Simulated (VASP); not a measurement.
# Sn: relaxation of cell and atoms with PBEsol

Crystal: Sn.

```
Sn
1.0
    -1.72837    1.72837    1.72837
     1.72837   -1.72837    1.72837
     1.72837    1.72837   -1.72837
Sn
1
Direct
  0.00000 0.00000 0.00000
```

```
Program                : VASP 6.6.1
Task                   : relaxation of cell and atoms
Functional             : PBEsol
Potentials or basis    : VASP PAW PBE potentials, release 64 (Sn_d)
Cutoff                 : 600 eV
k mesh                 : 15 × 15 × 15
Occupations            : fermi-dirac, width 0.05 eV
Spin                   : no spin polarisation
Target pressure        : 23 GPa
Dipole correction      : no
Further INCAR settings : ALGO = Normal; EDIFF = 1e-06; IBRION = 2; EDIFFG = -0.005; NSW = 32; ISIF = 3
```

The pressure after relaxing is 23.0 GPa and the band gap on the k mesh is zero (band 7 reaches 22.60 eV, above the bottom of band 8 at 8.27 eV).

Final structure:
```
Sn
1.0
    -1.72837    1.72837    1.72837
     1.72837   -1.72837    1.72837
     1.72837    1.72837   -1.72837
Sn
1
Cartesian
  0.0000 0.0000 0.0000
```

Levels at points of the mesh, in eV from the Fermi level:
| k point | band 5 | band 6 | band 7 | band 8 | band 9 | band 10 |
| --- | --- | --- | --- | --- | --- | --- |
| (0.00, 0.00, 0.00) | -21.37 | -13.34 | 10.94 | 10.94 | 10.94 | 12.64 |

It took 12 s on 1 thread of AMD EPYC 9R45 (Zen 5) (shared host), peak memory 0.13 GiB.

Caveat: the relaxation stopped at its first step, so nothing moved; the cell is relaxed towards a set pressure, so the enthalpy falls and the energy may rise; the PAW data sets were made with another functional, which shifts forces and pressure a little; spin-orbit coupling is left out, which moves the levels of the heavy elements.
